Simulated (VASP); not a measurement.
# SnO2 (Pbcn) in VASP: further runs

The runs below take SnO2 through single point, with LDA.

All numbers are computed with VASP 6.6.1; they aren't measurements. Logs are shortened: lines on timing, memory, paths and dates and some standing lists are left out, and cuts for length are marked.

### 1 The cell of the first run

It takes space group Pbcn (No. 60, orthorhombic). Conventional cell: a = 4.488 Å, b = 5.581 Å, c = 4.965 Å, α = 90.00°, β = 90.00°, γ = 90.00°. Sn (site symmetry 2) has 6 O at 1.95 to 2.03 Å within 2.6 Å. O (site symmetry 1) has 3 Sn at 1.95 to 2.03 Å and 1 O at 2.50 Å within 2.6 Å.

### 2 Single point, LDA

Input file INCAR:

```
SYSTEM = SnO2
PREC = Accurate
ENCUT = 520
EDIFF = 1E-6
ISMEAR = 0
SIGMA = 0.05
LREAL = .FALSE.
LASPH = .TRUE.
NELM = 60
ALGO = Normal
ISIF = 2
LWAVE = .FALSE.
LCHARG = .FALSE.
NBANDS = 64
```

Input file KPOINTS:

```
regular mesh
0
G
  6 6 6
  0 0 0
```

Input file POSCAR:

```
SnO2
1.0
    4.4878707712      0.0000000000      0.0000000000
    0.0000000000      5.5812100673      0.0000000000
    0.0000000000      0.0000000000      4.9652364919
Sn O
4 8
Direct
    0.5000000000      0.6673419135      0.7500000000
    0.0000000000      0.8326580865      0.2500000000
    0.5000000000      0.3326580865      0.2500000000
    0.0000000000      0.1673419135      0.7500000000
    0.7309254637      0.6050162923      0.0776916535
    0.2309254637      0.8949837077      0.9223083465
    0.7690745363      0.8949837077      0.5776916535
    0.2690745363      0.6050162923      0.4223083465
    0.7309254637      0.3949837077      0.5776916535
    0.2309254637      0.1050162923      0.4223083465
    0.7690745363      0.1050162923      0.0776916535
    0.2690745363      0.3949837077      0.9223083465
```

Potentials or basis: VASP PAW LDA potentials, release 64 (Sn_d, O).

Command:

```
$ cat potpaw_LDA.64/Sn_d/POTCAR potpaw_LDA.64/O/POTCAR > POTCAR
$ mpirun -np 1 vasp_std > vasp.out
```

OUTCAR:

```text
SYSTEM = SnO2
   PREC = Accurate
   ENCUT = 520
   EDIFF = 1E-6
   ISMEAR = 0
   LREAL = .FALSE.
   LASPH = .TRUE.
   NELM = 60
   ISIF = 2

 ion  position               nearest neighbor table
   1  0.500  0.667  0.750-   6 1.95   7 1.95   5 1.96   8 1.96   9 2.03  12 2.03   3 3.11   3 3.11
                             2 3.47   2 3.47   2 3.47   2 3.47   4 3.58   4 3.58   4 3.58   4 3.58
   2  0.000  0.833  0.250-   5 1.95   8 1.95   7 1.96   6 1.96  10 2.03  11 2.03   4 3.11   4 3.11
                             1 3.47   1 3.47   1 3.47   1 3.47   3 3.58   3 3.58   3 3.58   3 3.58
   3  0.500  0.333  0.250-  10 1.95  11 1.95   9 1.96  12 1.96   5 2.03   8 2.03   1 3.11   1 3.11
                             4 3.47   4 3.47   4 3.47   4 3.47   2 3.58   2 3.58   2 3.58   2 3.58
   4  0.000  0.167  0.750-   9 1.95  12 1.95  11 1.96  10 1.96   6 2.03   7 2.03   2 3.11   2 3.11
                             3 3.47   3 3.47   3 3.47   3 3.47   1 3.58   1 3.58   1 3.58   1 3.58
   5  0.731  0.605  0.078-   2 1.95   1 1.96   3 2.03
   6  0.231  0.895  0.922-   1 1.95   2 1.96   4 2.03
   7  0.769  0.895  0.578-   1 1.95   2 1.96   4 2.03
   8  0.269  0.605  0.422-   2 1.95   1 1.96   3 2.03
   9  0.731  0.395  0.578-   4 1.95   3 1.96   1 2.03
  10  0.231  0.105  0.422-   3 1.95   4 1.96   2 2.03
  11  0.769  0.105  0.078-   3 1.95   4 1.96   2 2.03
  12  0.269  0.395  0.922-   4 1.95   3 1.96   1 2.03

  LATTYP: Found a simple orthorhombic cell.
 ALAT       =     4.4878707712
 B/A-ratio  =     1.1063679738
 C/A-ratio  =     1.2436209400

  Lattice vectors:

 A1 = (  -4.4878707712,   0.0000000000,   0.0000000000)
 A2 = (   0.0000000000,   0.0000000000,   4.9652364919)
 A3 = (   0.0000000000,   5.5812100673,   0.0000000000)

Analysis of symmetry for initial positions (statically):
=====================================================================
 Subroutine PRICEL returns:
 Original cell was already a primitive cell.

 Routine SETGRP: Setting up the symmetry group for a
 simple orthorhombic supercell.

 Subroutine GETGRP returns: Found  8 space group operations
 (whereof  2 operations were pure point group operations)
 out of a pool of  8 trial point group operations.

The static configuration has the point symmetry S_2 .
 The point group associated with its full space group is D_2h.

Analysis of symmetry for dynamics (positions and initial velocities):
=====================================================================
 Subroutine PRICEL returns:
 Original cell was already a primitive cell.

 Routine SETGRP: Setting up the symmetry group for a
 simple orthorhombic supercell.

 Subroutine GETGRP returns: Found  8 space group operations
 (whereof  2 operations were pure point group operations)
 out of a pool of  8 trial point group operations.

The dynamic configuration has the point symmetry S_2 .
 The point group associated with its full space group is D_2h.

 Subroutine INISYM returns: Found  8 space group operations
 (whereof  2 operations are pure point group operations),
 and found     1 'primitive' translations

----------------------------------------------------------------------------------------

                                     Primitive cell

  volume of cell :     124.3680

  direct lattice vectors                    reciprocal lattice vectors
     4.487870771  0.000000000  0.000000000     0.222822815  0.000000000  0.000000000
     0.000000000  5.581210067  0.000000000     0.000000000  0.179172615  0.000000000
     0.000000000  0.000000000  4.965236492     0.000000000  0.000000000  0.201400276

  length of vectors
     4.487870771  5.581210067  4.965236492     0.222822815  0.179172615  0.201400276

  position of ions in fractional coordinates (direct lattice)
     0.500000000  0.667341914  0.750000000
     0.000000000  0.832658086  0.250000000
     0.500000000  0.332658086  0.250000000
     0.000000000  0.167341914  0.750000000
     0.730925464  0.605016292  0.077691653
     0.230925464  0.894983708  0.922308347
     0.769074536  0.894983708  0.577691653
     0.269074536  0.605016292  0.422308347
     0.730925464  0.394983708  0.577691653
     0.230925464  0.105016292  0.422308347
     0.769074536  0.105016292  0.077691653
     0.269074536  0.394983708  0.922308347

  ion indices of the primitive-cell ions
   primitive index   ion index
                 1           1
                 2           2
                 3           3
                 4           4
                 5           5
                 6           6
                 7           7
                 8           8
                 9           9
                10          10
                11          11
                12          12

----------------------------------------------------------------------------------------

 KPOINTS: regular mesh

Automatic generation of k-mesh.
 Grid dimensions read from file:
 generate k-points for:    6    6    6

 Generating k-lattice:

  Cartesian coordinates                     Fractional coordinates (reciprocal lattice)
     0.037137136  0.000000000  0.000000000     0.166666667  0.000000000  0.000000000
     0.000000000  0.029862102  0.000000000     0.000000000  0.166666667  0.000000000
     0.000000000  0.000000000  0.033566713     0.000000000  0.000000000  0.166666667

  Length of vectors
     0.037137136  0.029862102  0.033566713

  Shift w.r.t. Gamma in fractional coordinates (k-lattice)
     0.000000000  0.000000000  0.000000000

 Subroutine IBZKPT returns following result:
 ===========================================

 Found     64 irreducible k-points:

 Following reciprocal coordinates:
            Coordinates               Weight
  0.000000  0.000000  0.000000      1.000000
  0.166667  0.000000  0.000000      2.000000
  0.333333  0.000000  0.000000      2.000000
  0.500000  0.000000  0.000000      1.000000
  0.000000  0.166667  0.000000      2.000000
  0.166667  0.166667  0.000000      4.000000
[... 16 lines left out ...]
  0.333333  0.166667  0.166667      8.000000
  0.500000  0.166667  0.166667      4.000000
 [... further k-points ...]
   k-points           NKPTS =     64   k-points in BZ     NKDIM =     64   number of bands    NBANDS=     64
   number of dos      NEDOS =    301   number of ions     NIONS =     12
   total plane-waves  NPLWV =  60480
   dimension x,y,z NGX =    36 NGY =   42 NGZ =   40
   dimension x,y,z NGXF=    72 NGYF=   84 NGZF=   80
   ions per type =               4   8
   NGX,Y,Z   is equivalent  to a cutoff of  13.34, 12.51, 13.39 a.u.
   NGXF,Y,Z  is equivalent  to a cutoff of  26.67, 25.02, 26.79 a.u.
 SYSTEM =  SnO2
   PREC   = accura    normal or accurate (medium, high low for compatibility)
   ISTART =      0    job   : 0-new  1-cont  2-samecut
   ICHARG =      2    charge: 1-file 2-atom 10-const
   ISPIN  =      1    spin polarized calculation?
   LNONCOLLINEAR =      F non collinear calculations
   LSORBIT =      F    spin-orbit coupling
   LASPH  =      T    aspherical Exc in radial PAW
   ENCUT  =  520.0 eV  38.22 Ry    6.18 a.u.   8.34 10.38  9.23*2*pi/ulx,y,z
   NELM   =     60;   NELMIN=  2; NELMDL= -5     # of ELM steps
   EDIFF  = 0.1E-05   stopping-criterion for ELM
   LREAL  =      F    real-space projection
   EDIFFG = 0.1E-04   stopping-criterion for IOM
   NSW    =      0    number of steps for IOM
   IBRION =     -1    ionic relax: 0-MD 1-quasi-New 2-CG
   NFREE  =      0    steps in history (QN), initial steepest desc. (CG)
   ISIF   =      2    stress and relaxation
   ISYM   =      2    0-nonsym 1-usesym 2-fastsym
   POTIM  = 0.5000    time-step for ionic-motion
   TEBEG  =    0.0;   TEEND  =   0.0 temperature during run
   PSTRESS=    0.0 pullay stress
   NELECT =     104.0000    total number of electrons
   NUPDOWN=      -1.0000    fix difference up-down
   EMIN   =  10.00;   EMAX   =-10.00  energy-range for DOS
   EFERMI =   0.00;   METHOD = LEGACY
   ISMEAR =     0;   SIGMA  =   0.05  broadening in eV -4-tet -1-fermi 0-gaus
   EFERMI_NEDOS =   21; number of points for ismear=-14 and -15
   IALGO  =     38    algorithm
   IMIX   =      4    mixing-type and parameters
     AMIX     =   0.40;   BMIX     =  1.00
     AMIX_MAG =   1.60;   BMIX_MAG =  1.00
  volume/ion in A,a.u.               =      10.36        69.94
  Fermi-wavevector in a.u.,A,eV,Ry     =   1.542350  2.914620 32.366149  2.378845
  Thomas-Fermi vector in A             =   2.648167
   LORBIT       =      0    0 simple, 1 ext, 2 COOP (PROOUT), +10 PAW based schemes
   GGA     = CA    functional components
   LHFCALC =     F    Hartree Fock is set to
   AEXX    =    0.0000 exact exchange contribution
   IVDW    =     0    specifies the selected vdW correction
   LEPSILON=     F    determine dielectric tensor
   LRPA    =     F    only Hartree local field effects (RPA)
 non-spin polarized calculation
 Gauss-broadening in eV      SIGMA  =   0.05
  energy-cutoff  :      520.00
  volume of cell :      124.37
 maximum number of plane-waves:      3376
 NGX is ok and might be reduce to    36
   NGX = 17   NGY = 21   NGZ = 19

 number of electron     103.9999999 magnetization

 Free energy of the ion-electron system (eV)
  ---------------------------------------------------
  ext. energy  EPLUGINS =         0.00000000
  ---------------------------------------------------
  free energy    TOTEN  =       -82.81577326 eV

  energy without entropy =      -82.81577326  energy(sigma->0) =      -82.81577326

 E-fermi :   7.4891     XC(G=0): -12.5901

 val. band max:        7.2841062477   @ k =   0.0000   0.0000   0.0000
 cond. band min:      10.2633084493   @ k =   0.0000   0.0000   0.0000
 fundamental gap:      2.9792022015
 Fermi energy:         7.4890893098

 k-point     1 :       0.0000    0.0000    0.0000
  band No.  band energies     occupation
      1     -13.5051      2.00000
      2     -13.2756      2.00000
      3     -13.1406      2.00000
      4     -12.8503      2.00000
      5     -12.5848      2.00000
      6     -12.3926      2.00000
[... 1597 lines left out ...]
     63      19.1573      0.00000
     64      19.1574      0.00000

 [... further k-points ...]

------------------------ aborting loop because EDIFF is reached ----------------------------------------

  FORCE on cell =-STRESS in cart. coord.  units (eV):
  Direction    XX          YY          ZZ          XY          YZ          ZX
  --------------------------------------------------------------------------------------
  -------------------------------------------------------------------------------------
  Total       26.6925800     23.0694632     31.2391177      0.0000000      0.0000000      0.0000000
  in kB      343.8685722    297.1935778    402.4395835      0.0000000      0.0000000      0.0000000
  external PRESSURE =     347.8339112 kB  Pullay stress =       0.0000000 kB

 VOLUME and BASIS-vectors are now :
 -----------------------------------------------------------------------------
  energy-cutoff  :      520.00
  volume of cell :      124.37
      direct lattice vectors                 reciprocal lattice vectors
     4.487870771  0.000000000  0.000000000     0.222822815  0.000000000  0.000000000
     0.000000000  5.581210067  0.000000000     0.000000000  0.179172615  0.000000000
     0.000000000  0.000000000  4.965236492     0.000000000  0.000000000  0.201400276

 POSITION                                       TOTAL-FORCE (eV/Angst)
 -----------------------------------------------------------------------------------
      2.24394      3.72458      3.72393         0.000000      0.376759      0.000000
      0.00000      4.64724      1.24131         0.000000     -0.376759      0.000000
      2.24394      1.85663      1.24131         0.000000     -0.376759      0.000000
      0.00000      0.93397      3.72393         0.000000      0.376759      0.000000
      3.28030      3.37672      0.38576         0.587684     -0.226855      0.232802
      1.03636      4.99509      4.57948         0.587684      0.226855     -0.232802
      3.45151      4.99509      2.86838        -0.587684      0.226855      0.232802
      1.20757      3.37672      2.09686        -0.587684     -0.226855     -0.232802
      3.28030      2.20449      2.86838         0.587684      0.226855      0.232802
      1.03636      0.58612      2.09686         0.587684     -0.226855     -0.232802
      3.45151      0.58612      0.38576        -0.587684     -0.226855      0.232802
      1.20757      2.20449      4.57948        -0.587684      0.226855     -0.232802
 -----------------------------------------------------------------------------------
    total drift:                                0.000000      0.000000     -0.000000

  FREE ENERGIE OF THE ION-ELECTRON SYSTEM (eV)
  ---------------------------------------------------
  free  energy   TOTEN  =       -82.8157732569 eV

  energy  without entropy=      -82.8157732569  energy(sigma->0) =      -82.81577326
```

Run time: 9.4 min. Hardware: 1 thread of AMD EPYC 7R13 (Zen 3), shared host; peak memory 0.4 GiB.

What came out:

```yaml
Free_energy: -82.8158 eV
Pressure: 34.8 GPa
Largest_force: 0.672 eV/Å
Band_gap_on_the_k_mesh: 2.98 eV, direct
```

Forces in eV/Å, atoms in the order of the input:
```
Sn   0.000  0.377  0.000
Sn   0.000 -0.377  0.000
Sn   0.000 -0.377  0.000
Sn   0.000  0.377  0.000
O    0.588 -0.227  0.233
O    0.588  0.227 -0.233
O   -0.588  0.227  0.233
O   -0.588 -0.227 -0.233
O    0.588  0.227  0.233
O    0.588 -0.227 -0.233
O   -0.588 -0.227  0.233
O   -0.588  0.227 -0.233
```

Stress tensor (GPa, compression positive):
```
34.39  0.00  0.00
 0.00 29.72  0.00
 0.00  0.00 40.24
```

Caveat: spin-orbit coupling is left out, which moves the levels of the heavy elements.

### 3 Single point, LDA

This run uses another cell than the first one, of 10.98 Å³/atom, 1.060 times its volume.

Input file INCAR:

```
PREC     = Accurate       # precision mode
ENCUT    = 520            # plane-wave cutoff, eV
EDIFF    = 1E-7           # SCF threshold, eV
ISMEAR   = 0              # smearing method
SIGMA    = 0.05           # smearing width, eV
LREAL    = False          # projectors in reciprocal space
LASPH    = True           # aspherical terms in the spheres
NELM     = 80             # most SCF steps
ALGO     = Normal         # electronic algorithm
ISIF     = 2              # what is computed and relaxed
LWAVE    = False          # write WAVECAR
LCHARG   = True           # write CHGCAR
GGA      = CA             # functional
LELF     = True           # ELF
LVHAR    = True         
NBANDS   = 64             # bands
```

Input file KPOINTS:

```
Automatic mesh
0
Gamma
  6 6 6
```

POSCAR: that of step 2 with these lines changed.

```diff
@@ -2,5 +2,5 @@
 1.0
-    4.4878707712      0.0000000000      0.0000000000
-    0.0000000000      5.5812100673      0.0000000000
-    0.0000000000      0.0000000000      4.9652364919
+    4.6578152375      0.0000000000      0.0000000000
+    0.0000000000      5.4908315363      0.0000000000
+    0.0000000000      0.0000000000      5.1532576067
 Sn O
```

Potentials or basis: VASP PAW LDA potentials, release 64 (Sn_d, O).

Command:

```
$ cat potpaw_LDA.64/Sn_d/POTCAR potpaw_LDA.64/O/POTCAR > POTCAR
$ mpirun -np 1 vasp_std > vasp.out
```

Wall time 6.2 min (1 thread of Intel Xeon Platinum 8375C at 2.90GHz (Ice Lake), shared host); peak memory 0.45 GiB.

Results (log left out):

| Property | Result |
| --- | --- |
| Free energy | -83.9983 eV |
| Pressure | 15.3 GPa |
| Largest force | 0.242 eV/Å |
| Band gap on the k mesh | 2.15 eV, direct |

Forces in eV/Å, atoms in the order of the input:
```
Sn   0.000  0.242  0.000
Sn   0.000 -0.242  0.000
Sn   0.000 -0.242  0.000
Sn   0.000  0.242  0.000
O    0.101 -0.099 -0.124
O    0.101  0.099  0.124
O   -0.101  0.099 -0.124
O   -0.101 -0.099  0.124
O    0.101  0.099 -0.124
O    0.101 -0.099  0.124
O   -0.101 -0.099 -0.124
O   -0.101  0.099  0.124
```

Stress tensor (GPa, compression positive):
```
13.63  0.00  0.00
 0.00 18.41  0.00
 0.00  0.00 13.74
```

Levels at points of the mesh, in eV from the valence-band top:
```csv
k point,band 50,band 51,band 52,band 53,band 54,band 55
"(0.00, 0.00, 0.00)",-0.28,-0.11,0.00,2.15,6.82,6.97
"(0.50, 0.00, 0.00)",-0.33,-0.07,-0.07,5.23,5.23,5.84
"(0.00, 0.50, 0.00)",-1.02,-0.20,-0.20,4.81,4.81,7.60
"(0.50, 0.50, 0.00)",-0.63,-0.32,-0.32,5.68,5.68,6.71
"(0.00, 0.00, 0.50)",-0.39,-0.10,-0.10,5.17,5.17,6.71
"(0.50, 0.00, 0.50)",-0.26,-0.26,-0.26,5.59,5.59,5.59
"(0.00, 0.50, 0.50)",-0.43,-0.43,-0.43,6.24,6.24,6.24
"(0.50, 0.50, 0.50)",-0.51,-0.51,-0.51,6.12,6.12,6.12
```

Caveat: spin-orbit coupling is left out, which moves the levels of the heavy elements.

### 4 Single point, LDA

Input file INCAR:

```
PREC = Accurate
ENCUT = 520
EDIFF = 1E-6
ISMEAR = 0
SIGMA = 0.05
LREAL = False
LASPH = True
NELM = 60
ALGO = Normal
ISIF = 2
LWAVE = False
LCHARG = True
GGA = CA
LELF = True
LVHAR = True
NBANDS = 64
```

KPOINTS is that of step 3.

POSCAR: that of step 3 with these lines changed.

```diff
@@ -2,5 +2,5 @@
 1.0
-    4.6578152375      0.0000000000      0.0000000000
-    0.0000000000      5.4908315363      0.0000000000
-    0.0000000000      0.0000000000      5.1532576067
+    4.5280504045      0.0000000000      0.0000000000
+    0.0000000000      5.4825998448      0.0000000000
+    0.0000000000      0.0000000000      5.0096899514
 Sn O
```

Command:

```
$ cat potpaw_LDA.64/Sn_d/POTCAR potpaw_LDA.64/O/POTCAR > POTCAR
$ mpirun -np 1 vasp_std > vasp.out
```

It took 6.3 min on 1 thread of AMD EPYC 9R14 (Zen 4), shared host; peak memory 0.4 GiB.

Results (log left out):

* Free energy: -82.8797 eV
* Pressure: 34.5 GPa
* Largest force: 0.495 eV/Å
* Band gap on the k mesh: 2.95 eV, direct

Forces on the atoms (eV/Å):
```
Sn   0.000  0.423  0.000
Sn   0.000 -0.423  0.000
Sn   0.000 -0.423  0.000
Sn   0.000  0.423  0.000
O    0.447 -0.210  0.025
O    0.447  0.210 -0.025
O   -0.447  0.210  0.025
O   -0.447 -0.210 -0.025
O    0.447  0.210  0.025
O    0.447 -0.210 -0.025
O   -0.447 -0.210  0.025
O   -0.447  0.210 -0.025
```

Stress tensor (GPa, compression positive):
```
33.20  0.00  0.00
 0.00 33.40  0.00
 0.00  0.00 36.83
```

Levels at points of the mesh, in eV from the valence-band top:
```csv
k point,band 50,band 51,band 52,band 53,band 54,band 55
"(0.00, 0.00, 0.00)",-0.21,-0.20,0.00,2.95,7.48,7.65
"(0.50, 0.00, 0.00)",-0.39,-0.09,-0.09,5.96,5.96,6.60
"(0.00, 0.50, 0.00)",-0.95,-0.15,-0.15,5.57,5.57,8.35
"(0.50, 0.50, 0.00)",-0.54,-0.28,-0.28,6.46,6.46,7.51
"(0.00, 0.00, 0.50)",-0.31,-0.15,-0.15,5.95,5.95,7.42
"(0.50, 0.00, 0.50)",-0.31,-0.31,-0.31,6.31,6.31,6.31
"(0.00, 0.50, 0.50)",-0.39,-0.39,-0.39,7.03,7.03,7.03
"(0.50, 0.50, 0.50)",-0.47,-0.47,-0.47,6.86,6.86,6.86
```

Caveat: spin-orbit coupling is left out, which moves the levels of the heavy elements. A k mesh can miss the band edges.

(Part 1 of 2 ends here.)
